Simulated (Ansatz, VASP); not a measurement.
# One calculation of SnO2, two programs

The input POSCAR:

```
SnO2
1.0
   -3.1317369283      3.2175128806      3.2175128806
    3.1317369283     -3.2175128806      3.2175128806
    3.1317369283      3.2175128806     -3.2175128806
Sn O
4 8
Direct
    1.0000000000      0.2500000000      0.7500000000
    0.0000000000      0.7500000000      0.2500000000
    0.5000000000      0.5000000000      0.5000000000
    0.5000000000      0.0000000000      0.0000000000
    0.1950874188      0.1950874188      0.5000000000
    0.6950874188      0.7500000000      0.9450874188
    0.1950874188      0.6950874188      1.0000000000
    0.3049125812      0.7500000000      0.5549125812
    0.6950874188      0.2500000000      0.4450874188
    0.3049125812      0.2500000000      0.0549125812
    0.8049125812      0.3049125812      0.0000000000
    0.8049125812      0.8049125812      0.5000000000
```

INCAR.step1

```
SYSTEM = SnO2
ALGO = Normal ; EDIFF = 1E-4
ENCUT = 520 ; GGA = PE
ISMEAR = 0 ; LASPH = .True.
LCHARG = .False. ; LREAL = .False.
LWAVE = .True. ; NBANDS = 64
NELM = 100 ; PREC = Accurate
SIGMA = 0.02
```

The input INCAR.step2:

```
SYSTEM = SnO2
ALGO = Normal ; EDIFF = 1E-7
ENCUT = 520 ; ISIF = 2
ISMEAR = 0 ; ISTART = 1
LASPH = .True. ; LCHARG = .True.
LELF = .True. ; LMIXTAU = .True.
LREAL = .False. ; LVHAR = .True.
LWAVE = .False. ; METAGGA = R2SCAN
NBANDS = 64 ; NELM = 100
PREC = Accurate ; SIGMA = 0.02
```

Contents of KPOINTS:

```
k-points
0
Gamma
  6 6 6
  0 0 0
```

Input for Ansatz:

```yaml
crystal:
  lattice:
    - [-3.1317369283, 3.2175128806, 3.2175128806]
    - [3.1317369283, -3.2175128806, 3.2175128806]
    - [3.1317369283, 3.2175128806, -3.2175128806]
  atoms:
    - { symbol: Sn, position: [1.0, 0.25, 0.75] }
    - { symbol: Sn, position: [0.0, 0.75, 0.25] }
    - { symbol: Sn, position: [0.5, 0.5, 0.5] }
    - { symbol: Sn, position: [0.5, 0.0, 0.0] }
    - { symbol: O, position: [0.1950874188, 0.1950874188, 0.5] }
    - { symbol: O, position: [0.6950874188, 0.75, 0.9450874188] }
    - { symbol: O, position: [0.1950874188, 0.6950874188, 1.0] }
    - { symbol: O, position: [0.3049125812, 0.75, 0.5549125812] }
    - { symbol: O, position: [0.6950874188, 0.25, 0.4450874188] }
    - { symbol: O, position: [0.3049125812, 0.25, 0.0549125812] }
    - { symbol: O, position: [0.8049125812, 0.3049125812, 0.0] }
    - { symbol: O, position: [0.8049125812, 0.8049125812, 0.5] }
basis:
  ecutwfc: 500
kpoints:
  mp_grid: { grid: [6, 6, 6] }
  band_path: { path: [VBM, CBM], npoints: 2 }
hamiltonian:
  xc: r2scan
scf:
  occupations: { method: gaussian, width: 0.02 }
output:
  forces: true
  stress: true
  eigenvalues: true
checkpoint:
  read: start.run
  write: ck
  compress: false
  write_wavefunctions: false
  write_every: 100000
```

Alike in both runs: task single point; functional r2SCAN; k mesh 6 × 6 × 6; occupations gaussian, width 0.02 eV; no spin polarisation.

|  | VASP | Ansatz |
| --- | --- | --- |
| version | VASP 6.6.1 | Ansatz 0.2.0 |
| potentials or method | VASP PAW PBE potentials, release 64 (Sn_d, O), cutoff 520 eV | scalar-relativistic, plane waves, PAW |
| valence electrons in the cell | 104 | 104 |

```tsv
	VASP	Ansatz	Ansatz less VASP
gap on the k mesh at the Fermi level (eV)	3.16	3.12	-0.040
least direct gap on the mesh (eV)	3.16	3.12	-0.040
rms of the force components (eV/Å)	0.007	0.000	-0.0067
```

VASP's potentials were made for PBE, not for r2SCAN. Atom by atom the forces differ by 0.007 eV/Å (rms over components). With one functional, cell and mesh, what is left measures potentials, basis and numerics.
